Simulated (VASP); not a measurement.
Here is a VASP 6.6.1 calculation.

POSCAR

```
Ir
1.0
    1.9605305544      1.9605305544      0.0000000000
   -1.9605305544      1.9605305544      0.0000000000
    0.0000000000      0.0000000000      3.7980474270
Ir
2
Direct
    0.0000000000      0.0000000000      0.0000000000
    0.5000000000      0.5000000000      0.5000000000
```

The input INCAR.step1:

```
PREC = Accurate
ENCUT = 520
ISMEAR = 0
SIGMA = 0.1
LREAL = F
LASPH = T
NELM = 80
NBANDS = 16
GGA = PE
ALGO = Normal
EDIFF = 1E-4
LWAVE = T
LCHARG = F
```

INCAR.step2

```
PREC = Accurate
ENCUT = 520
EDIFF = 1E-6
ISMEAR = 0
SIGMA = 0.1
LREAL = F
LASPH = T
NELM = 80
ALGO = Normal
ISIF = 2
LWAVE = F
LCHARG = F
METAGGA = R2SCAN
LMIXTAU = T
NBANDS = 16
ISTART = 1
```

The input KPOINTS:

```
regular mesh
0
Gamma
  20 20 14
```

Potentials or basis: VASP PAW PBE potentials, release 64 (Ir).

Run with:

```sh
$ cat potpaw_PBE.64/Ir/POTCAR > POTCAR
$ cp INCAR.step1 INCAR
$ mpirun -np 1 vasp_std > vasp.out
$ cp INCAR.step2 INCAR
$ mpirun -np 1 vasp_std > vasp.out
```

Task: Estimate the band gap on the k mesh.

Result: Zero (bands 9 and 10 overlap by 3.53 eV).

Task: What does it give for the pressure?

Result: -7.3 GPa.

Stress tensor (GPa, compression positive):
```
-11.08   0.00   0.00
  0.00 -11.08   0.00
  0.00   0.00   0.20
```

Caveat: the cell differs from its parent crystal (biaxial strain in the a-b plane: +2.0 %); the stress differs along the axes, from -11 to 0 GPa; the PAW data sets were made with another functional, which shifts forces and pressure a little; spin-orbit coupling is left out, which moves the levels of the heavy elements.
